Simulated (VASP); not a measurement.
# Cs (P6_3/mmc) in VASP: a series of runs

Runs on Cs. Level: PBEsol. Tasks: single point, relaxation of cell and atoms.

Everything below comes from runs of VASP 6.6.1. Logs are shortened: lines on timing, memory, paths and dates and some standing lists are left out, and cuts for length are marked.

### Step 1. The cell of the first run

Symmetry: P6_3/mmc, No. 194, hexagonal system. The conventional cell has a = 5.456 Å, b = 5.456 Å, c = 8.910 Å, α = 90.00°, β = 90.00°, γ = 120.00°.

This isn't the form of Cs at room conditions, which is bcc.

### Step 2. Single point, PBEsol (114.87 Å³/atom)

File INCAR:

```
PREC = Accurate
ENCUT = 520
EDIFF = 1E-6
ISMEAR = -1
SIGMA = 0.1
LREAL = False
LASPH = True
NELM = 60
ALGO = Normal
ISIF = 2
LWAVE = False
LCHARG = False
GGA = PS
NBANDS = 16
```

File KPOINTS:

```
regular mesh
0
Gamma
  8 8 4
```

File POSCAR:

```
Cs
1.0
    5.4563448774      0.0000000000      0.0000000000
   -2.7281724387      4.7253332756      0.0000000000
    0.0000000000      0.0000000000      8.9102111847
Cs
2
Direct
    0.3333333333      0.6666666667      0.2500000000
    0.6666666667      0.3333333333      0.7500000000
```

Potentials or basis: VASP PAW PBE potentials, release 64 (Cs_sv).

The run is started by

```
> cat potpaw_PBE.64/Cs_sv/POTCAR > POTCAR
> mpirun -np 1 vasp_std > vasp.out
```

OUTCAR:

```text
PREC = Accurate
   ENCUT = 520
   EDIFF = 1E-6
   ISMEAR = -1
   LREAL = False
   LASPH = True
   NELM = 60
   ISIF = 2
   GGA = PS

 ion  position               nearest neighbor table
   1  0.333  0.667  0.250-
   2  0.667  0.333  0.750-

  LATTYP: Found a hexagonal cell.
 ALAT       =     5.4563448774
 C/A-ratio  =     1.6330000000

  Lattice vectors:

 A1 = (   5.4563448774,   0.0000000000,   0.0000000000)
 A2 = (  -2.7281724387,   4.7253332756,   0.0000000000)
 A3 = (   0.0000000000,   0.0000000000,   8.9102111847)

Analysis of symmetry for initial positions (statically):
=====================================================================
 Subroutine PRICEL returns:
 Original cell was already a primitive cell.

 Routine SETGRP: Setting up the symmetry group for a
 hexagonal supercell.

 Subroutine GETGRP returns: Found 24 space group operations
 (whereof 12 operations were pure point group operations)
 out of a pool of 24 trial point group operations.

The static configuration has the point symmetry D_3d.
 The point group associated with its full space group is D_6h.

Analysis of symmetry for dynamics (positions and initial velocities):
=====================================================================
 Subroutine PRICEL returns:
 Original cell was already a primitive cell.

 Routine SETGRP: Setting up the symmetry group for a
 hexagonal supercell.

 Subroutine GETGRP returns: Found 24 space group operations
 (whereof 12 operations were pure point group operations)
 out of a pool of 24 trial point group operations.

The dynamic configuration has the point symmetry D_3d.
 The point group associated with its full space group is D_6h.

 Subroutine INISYM returns: Found 24 space group operations
 (whereof 12 operations are pure point group operations),
 and found     1 'primitive' translations

----------------------------------------------------------------------------------------

                                     Primitive cell

  volume of cell :     229.7324

  direct lattice vectors                    reciprocal lattice vectors
     5.456344877  0.000000000  0.000000000     0.183272873  0.105812642  0.000000000
[... 75 lines left out ...]
   NGXF,Y,Z  is equivalent  to a cutoff of  25.59, 25.59, 26.12 a.u.
 SYSTEM =  unknown system
   PREC   = accura    normal or accurate (medium, high low for compatibility)
   ISTART =      0    job   : 0-new  1-cont  2-samecut
   ICHARG =      2    charge: 1-file 2-atom 10-const
   ISPIN  =      1    spin polarized calculation?
   LNONCOLLINEAR =      F non collinear calculations
   LSORBIT =      F    spin-orbit coupling
   LASPH  =      T    aspherical Exc in radial PAW
   ENCUT  =  520.0 eV  38.22 Ry    6.18 a.u.  10.15 10.15 16.57*2*pi/ulx,y,z
   NELM   =     60;   NELMIN=  2; NELMDL= -5     # of ELM steps
   EDIFF  = 0.1E-05   stopping-criterion for ELM
   LREAL  =      F    real-space projection
   EDIFFG = 0.1E-04   stopping-criterion for IOM
   NSW    =      0    number of steps for IOM
   IBRION =     -1    ionic relax: 0-MD 1-quasi-New 2-CG
   NFREE  =      0    steps in history (QN), initial steepest desc. (CG)
   ISIF   =      2    stress and relaxation
   ISYM   =      2    0-nonsym 1-usesym 2-fastsym
   POTIM  = 0.5000    time-step for ionic-motion
   TEBEG  =    0.0;   TEEND  =   0.0 temperature during run
   PSTRESS=    0.0 pullay stress
   NELECT =      18.0000    total number of electrons
   NUPDOWN=      -1.0000    fix difference up-down
   EMIN   =  10.00;   EMAX   =-10.00  energy-range for DOS
   EFERMI =   0.00;   METHOD = LEGACY
   ISMEAR =    -1;   SIGMA  =   0.10  broadening in eV -4-tet -1-fermi 0-gaus
   EFERMI_NEDOS =   21; number of points for ismear=-14 and -15
   IALGO  =     38    algorithm
   IMIX   =      4    mixing-type and parameters
     AMIX     =   0.40;   BMIX     =  1.00
     AMIX_MAG =   1.60;   BMIX_MAG =  1.00
  volume/ion in A,a.u.               =     114.87       775.16
  Fermi-wavevector in a.u.,A,eV,Ry     =   0.700527  1.323804  6.676898  0.490738
  Thomas-Fermi vector in A             =   1.784705
   LORBIT       =      0    0 simple, 1 ext, 2 COOP (PROOUT), +10 PAW based schemes
   GGA     = PS    functional components
   LHFCALC =     F    Hartree Fock is set to
   AEXX    =    0.0000 exact exchange contribution
   IVDW    =     0    specifies the selected vdW correction
   LEPSILON=     F    determine dielectric tensor
   LRPA    =     F    only Hartree local field effects (RPA)
 non-spin polarized calculation
  energy-cutoff  :      520.00
  volume of cell :      229.73
 maximum number of plane-waves:      6243
 NGX is ok and might be reduce to    42
   NGX = 21   NGY = 21   NGZ = 33

 number of electron      18.0000001 magnetization

 Free energy of the ion-electron system (eV)
  ---------------------------------------------------
  ext. energy  EPLUGINS =         0.00000000
  ---------------------------------------------------
  free energy    TOTEN  =        -1.92225409 eV

  energy without entropy =       -1.84068886  energy(sigma->0) =       -1.88147147

 E-fermi :   0.3616     XC(G=0):  -5.4782

 val. band max:        0.3561718784   @ k =   0.5000   0.0000   0.0000
 cond. band min:       0.3844781703   @ k =   0.2500   0.0000   0.2500
 fundamental gap:      0.0283062919
 Fermi energy:         0.3616062796

 k-point     1 :       0.0000    0.0000    0.0000
  band No.  band energies     occupation
      1     -23.4624      2.00000
      2     -23.4563      2.00000
      3     -10.3204      2.00000
      4     -10.2024      2.00000
      5     -10.2024      2.00000
      6     -10.1836      2.00000
[... 433 lines left out ...]
      3     -10.3018      2.00000
      4     -10.3018      2.00000
      5     -10.2202      2.00000
      6     -10.2202      2.00000
[... 8 lines left out ...]
     15       3.2041      0.00000
     16       3.2041      0.00000

 [... further k-points ...]
[... 5 lines left out ...]
  --------------------------------------------------------------------------------------
  -------------------------------------------------------------------------------------
  Total       -0.1385821     -0.1385821     -0.1605110      0.0000000     -0.0000000      0.0000000
  in kB       -0.9664857     -0.9664857     -1.1194204      0.0000000     -0.0000000      0.0000000
  external PRESSURE =      -1.0174640 kB  Pullay stress =       0.0000000 kB

 VOLUME and BASIS-vectors are now :
 -----------------------------------------------------------------------------
  energy-cutoff  :      520.00
  volume of cell :      229.73
      direct lattice vectors                 reciprocal lattice vectors
     5.456344877  0.000000000  0.000000000     0.183272873  0.105812642  0.000000000
    -2.728172439  4.725333276  0.000000000     0.000000000  0.211625285  0.000000000
     0.000000000  0.000000000  8.910211185     0.000000000  0.000000000  0.112230785

 POSITION                                       TOTAL-FORCE (eV/Angst)
 -----------------------------------------------------------------------------------
     -0.00000      3.15022      2.22755        -0.000000      0.000000      0.000000
      2.72817      1.57511      6.68266         0.000000     -0.000000      0.000000
 -----------------------------------------------------------------------------------
    total drift:                               -0.000000      0.000000     -0.000000

  FREE ENERGIE OF THE ION-ELECTRON SYSTEM (eV)
  ---------------------------------------------------
  free  energy   TOTEN  =        -1.9222540870 eV

  energy  without entropy=       -1.8406888589  energy(sigma->0) =       -1.88147147
```

OSZICAR:

```text
N       E                     dE             d eps       ncg     rms          rms(c)
DAV:   1     0.135491907003E+03    0.13549E+03   -0.60711E+03   960   0.822E+02
DAV:   2     0.154642479600E+02   -0.12003E+03   -0.11574E+03  1440   0.149E+02
DAV:   3    -0.157407720177E+01   -0.17038E+02   -0.16953E+02  1232   0.618E+01
DAV:   4    -0.191864558121E+01   -0.34457E+00   -0.34452E+00  1240   0.103E+01
DAV:   5    -0.192123485454E+01   -0.25893E-02   -0.25892E-02  1328   0.901E-01    0.175E-01
DAV:   6    -0.192134846222E+01   -0.11361E-03   -0.21623E-03  1280   0.223E-01    0.124E-01
DAV:   7    -0.192212653793E+01   -0.77808E-03   -0.44769E-03  1200   0.328E-01    0.422E-02
DAV:   8    -0.192225086467E+01   -0.12433E-03   -0.18062E-04  1248   0.670E-02    0.109E-02
DAV:   9    -0.192225442933E+01   -0.35647E-05   -0.18026E-05  1320   0.209E-02    0.409E-03
DAV:  10    -0.192225408696E+01    0.34237E-06   -0.11181E-06  1032   0.464E-03
   1 F= -.19222541E+01 E0= -.18814715E+01  d E =-.815652E-01
```

It took 42 s on 1 thread of Intel Xeon 6975P-C (Granite Rapids), shared host; peak memory 0.36 GiB.

What came out:

* Free energy: -1.9223 eV
* Pressure: -0.1 GPa
* Band gap on the k mesh: zero (bands 9 and 10 overlap by 1.65 eV)

Caveat: the PAW data sets were made with another functional, which shifts forces and pressure a little; spin-orbit coupling is left out, which moves the levels of the heavy elements.

### Step 3. Single point, PBEsol (123.70 Å³/atom)

This run uses another cell than the first one, of 123.70 Å³/atom.

File INCAR:

```
SYSTEM = Cs
PREC     = Accurate       ! precision mode
ENCUT    = 520            ! plane-wave cutoff, eV
EDIFF    = 1E-7           ! SCF threshold, eV
ISMEAR   = -1             ! smearing method
SIGMA    = 0.1            ! smearing width, eV
LREAL    = .False.        ! projectors in reciprocal space
LASPH    = .True.         ! aspherical terms in the spheres
NELM     = 100            ! most SCF steps
ALGO     = Normal         ! electronic algorithm
ISIF     = 2              ! what is computed and relaxed
LWAVE    = .False.        ! write WAVECAR
LCHARG   = .False.        ! write CHGCAR
GGA      = PS             ! functional
NBANDS   = 16             ! bands
```

File KPOINTS:

```
regular mesh
0
Gamma
  8 8 4
  0 0 0
```

File POSCAR:

```
Cs
1.0
    5.5928096776      0.0000000000      0.0000000000
   -2.7964048388      4.8435152594      0.0000000000
    0.0000000000      0.0000000000      9.1330582036
Cs
2
Direct
    0.3333333333      0.6666666667      0.2500000000
    0.6666666667      0.3333333333      0.7500000000
```

Potentials or basis: VASP PAW PBE potentials, release 64 (Cs_sv).

The run is started by

```
> cat potpaw_PBE.64/Cs_sv/POTCAR > POTCAR
> mpirun -np 1 vasp_std > vasp.out
```

It took 62 s on 1 thread of Intel Xeon 6975P-C (Granite Rapids), shared host; peak memory 0.36 GiB.

It converged, with:

| Property | Result |
| --- | --- |
| Free energy | -1.9055 eV |
| Pressure | -0.2 GPa |
| Band gap on the k mesh | zero (bands 9 and 10 overlap by 1.62 eV) |

Levels at points of the mesh, in eV from the Fermi level:
| k point | band 5 | band 6 | band 7 | band 8 | band 9 | band 10 | band 11 | band 12 | band 13 | band 14 |
| --- | --- | --- | --- | --- | --- | --- | --- | --- | --- | --- |
| (0.00, 0.00, 0.00) | -10.62 | -10.60 | -10.60 | -10.60 | -1.59 | 0.00 | 0.72 | 2.37 | 2.37 | 2.40 |
| (0.50, 0.00, 0.00) | -10.66 | -10.64 | -10.63 | -10.62 | 0.00 | 0.34 | 0.84 | 1.00 | 1.61 | 1.96 |
| (0.00, 0.00, 0.50) | -10.61 | -10.61 | -10.61 | -10.61 | -1.02 | -1.02 | 1.64 | 1.64 | 2.38 | 2.38 |
| (0.50, 0.00, 0.50) | -10.63 | -10.63 | -10.63 | -10.63 | 0.21 | 0.21 | 0.87 | 0.87 | 1.68 | 1.68 |

Caveat: the PAW data sets were made with another functional, which shifts forces and pressure a little; spin-orbit coupling is left out, which moves the levels of the heavy elements.

### Step 4. Relaxation of cell and atoms, PBEsol

This run uses another cell than the first one, of 110.45 Å³/atom.

File INCAR:

```
PREC     = Accurate       # precision mode
ENCUT    = 600            # plane-wave cutoff, eV
EDIFF    = 1E-6           # SCF threshold, eV
ISMEAR   = -1             # smearing method
SIGMA    = 0.1            # smearing width, eV
LREAL    = False          # projectors in reciprocal space
LASPH    = True           # aspherical terms in the spheres
NELM     = 100            # most SCF steps
ALGO     = Normal         # electronic algorithm
ISIF     = 3              # what is computed and relaxed
LWAVE    = False          # write WAVECAR
LCHARG   = False          # write CHGCAR
GGA      = PS             # functional
IBRION   = 2              # ionic algorithm
NSW      = 80             # ionic steps
EDIFFG   = -0.01          # ionic threshold
```

File KPOINTS:

```
Automatic mesh
0
Gamma
  7 7 4
```

File POSCAR:

```
Cs
1.0
    5.3854752340      0.0000000000      0.0000000000
   -2.6927376170      4.6639583641      0.0000000000
    0.0000000000      0.0000000000      8.7944810571
Cs
2
Direct
    0.3333333333      0.6666666667      0.2500000000
    0.6666666667      0.3333333333      0.7500000000
```

The run is started by

```
> cat potpaw_PBE.64/Cs_sv/POTCAR > POTCAR
> mpirun -np 1 vasp_std > vasp.out
```

It took 2 min on 1 thread of Intel Xeon 6975P-C (Granite Rapids), shared host; peak memory 0.44 GiB.

Results (log left out):

* Free energy: -1.9290 eV
* Relaxed volume: 109.06 Å³/atom
* Relaxed cell: a = 5.360 Å, b = 5.360 Å, c = 8.768 Å, α = 90.00°, β = 90.00°, γ = 120.00°
* Space group after relaxing (to 0.1 Å): P6_3/mmc (No. 194)
* Energy gained by relaxing: 0.2 meV/atom
* Ionic steps: 3
* Pressure after relaxing: 0.0 GPa
* Band gap on the k mesh: zero (bands 9 and 10 overlap by 1.58 eV)

The path:
| step | energy change (eV) | largest force (eV/Å) | pressure (GPa) | volume (Å³) |
| --- | --- | --- | --- | --- |
| 1 | 0.0000 | 0.0000 | -0.04 | 220.90 |
| 2 | -0.0002 | 0.0000 | -0.03 | 220.08 |
| 3 | -0.0004 | 0.0000 | -0.01 | 218.12 |

Final structure:
```
Cs
1.0
     5.35966    0.00000    0.00000
    -2.67983    4.64160    0.00000
     0.00000    0.00000    8.76784
Cs
2
Direct
  0.33333 0.66667 0.25000
  0.66667 0.33333 0.75000
```

Levels at points of the mesh, in eV from the Fermi level:
```tsv
k point	band 6	band 7	band 8	band 9	band 10	band 11	band 12	band 13
(0.00, 0.00, 0.00)	-10.52	-10.52	-10.52	-1.74	-0.06	0.82	2.43	2.43
(0.00, 0.00, 0.50)	-10.53	-10.53	-10.53	-1.10	-1.10	1.65	1.65	2.44
```

Caveat: the PAW data sets were made with another functional, which shifts forces and pressure a little; spin-orbit coupling is left out, which moves the levels of the heavy elements.

### Step 5. The runs side by side

```tsv
task	cell	k mesh	cutoff (eV)	gap on the mesh (eV)	pressure (GPa)
single point	a = 5.456, b = 5.456, c = 8.910 Å, angles 90.0, 90.0, 120.0°, 2 atoms	8 × 8 × 4	520	none	-0.1
single point	a = 5.593, b = 5.593, c = 9.133 Å, angles 90.0, 90.0, 120.0°, 2 atoms	8 × 8 × 4	520	none	-0.2
relaxation of cell and atoms	relaxed from a = 5.385, b = 5.385, c = 8.794 Å, angles 90.0, 90.0, 120.0°, 2 atoms	7 × 7 × 4	600	none	0.0
```

Alike in all rows: level PBEsol; potentials or basis VASP PAW PBE potentials, release 64 (Cs_sv); no spin polarisation; smearing fermi-dirac 0.1 eV.

Caveats: the PAW data sets were made with another functional, which shifts forces and pressure a little; spin-orbit coupling is left out, which moves the levels of the heavy elements.

Total energies depend on the potentials used, so only differences within one code and one set of settings carry meaning.
